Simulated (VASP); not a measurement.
Wanted: the native input for a VASP 6.6.1 run.

```yaml
Task: single point
Functional: r2SCAN
Potentials_or_basis: VASP PAW PBE potentials, release 64 (Zn, Se)
Cutoff: 520 eV
k_mesh: 5 × 5 × 5
Occupations: gaussian, width 0.01 eV
Spin: no spin polarisation
Dipole_correction: no
Further_INCAR_settings: ALGO = Normal; EDIFF = 1e-06; NBANDS = 16
```

The system is ZnSe (Stilleite).

```
Zn Se
1.0
     0.00000    2.83380    2.83380
     2.83380    0.00000    2.83380
     2.83380    2.83380    0.00000
Zn Se
1 1
Direct
  0.00000 0.00000 0.00000
  0.25000 0.25000 0.25000
```

One way to write it, as run:

POSCAR

```
ZnSe
1.0
    0.0000000000      2.8338000000      2.8338000000
    2.8338000000      0.0000000000      2.8338000000
    2.8338000000      2.8338000000      0.0000000000
Zn Se
1 1
Direct
    0.0000000000      0.0000000000      0.0000000000
    0.2500000000      0.2500000000      0.2500000000
```

INCAR.step1

```
PREC = Accurate ; ENCUT = 520
ISMEAR = 0 ; SIGMA = 0.01
LREAL = F ; LASPH = T
NELM = 60 ; NBANDS = 16
GGA = PE ; ALGO = Normal
EDIFF = 1E-4 ; LWAVE = T
LCHARG = F
```

INCAR.step2

```
PREC = Accurate ; ENCUT = 520
EDIFF = 1E-6 ; ISMEAR = 0
SIGMA = 0.01 ; LREAL = F
LASPH = T ; NELM = 60
ALGO = Normal ; ISIF = 2
LWAVE = F ; LCHARG = T
METAGGA = R2SCAN ; LMIXTAU = T
LELF = T ; LVHAR = T
NBANDS = 16 ; ISTART = 1
```

KPOINTS

```
regular mesh
0
Gamma
  5 5 5
```

Potentials or basis: VASP PAW PBE potentials, release 64 (Zn, Se).

Run with:

```bash
$ cat potpaw_PBE.64/Zn/POTCAR potpaw_PBE.64/Se/POTCAR > POTCAR
$ cp INCAR.step1 INCAR
$ mpirun -np 1 vasp_std > vasp.out
$ cp INCAR.step2 INCAR
$ mpirun -np 1 vasp_std > vasp.out
```

It gave:

The pressure is 0.1 GPa. The band gap on the k mesh is 1.86 eV, direct.

Caveat: the PAW data sets were made with another functional, which shifts forces and pressure a little.

It took 34 s on 1 thread of Intel(R) Xeon(R) Platinum 8488C (Sapphire Rapids), on a shared host, peak memory 0.17 GiB.
